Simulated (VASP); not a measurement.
SiNi, 8 atoms in the cell. It takes space group Pnma (No. 62, orthorhombic). Conventional cell: a = 4.935 Å, b = 3.257 Å, c = 5.445 Å, α = 90.00°, β = 90.00°, γ = 90.00°. Within 2.9 Å of Si (site symmetry m) lie 6 Ni at 2.21 to 2.33 Å and 2 Si at 2.58 Å. Ni (site symmetry m) has 6 Si at 2.21 to 2.33 Å and 4 Ni at 2.56 to 2.61 Å within 2.9 Å.  This cell differs from its parent crystal: strain -0.030 along x and y, -0.015 along z.

* Program: VASP 6.6.1
* Task: single point
* Functional: PBEsol
* Potentials or basis: VASP PAW PBE potentials, release 64 (Si, Ni)
* Cutoff: 520 eV
* k mesh: 8 × 12 × 8
* Occupations: gaussian, width 0.15 eV
* Spin: no spin polarisation
* Dipole correction: no
* Further INCAR settings: ALGO = Normal; EDIFF = 1e-06; NBANDS = 38

Potentials or basis: VASP PAW PBE potentials, release 64 (Si, Ni).

Launch:

```sh
$ cat potpaw_PBE.64/Si/POTCAR potpaw_PBE.64/Ni/POTCAR > POTCAR
$ mpirun -np 1 vasp_std > vasp.out
```

Hardware: 1 thread of Oxide Virtual Turin-like Processor, on a shared host.

Task: Estimate the wall time of this run.

Result: Run time: 11 min on 1 thread of Oxide Virtual Turin-like Processor, on a shared host, peak memory 0.47 GiB. Counts: scf iterations 14, k points 175.
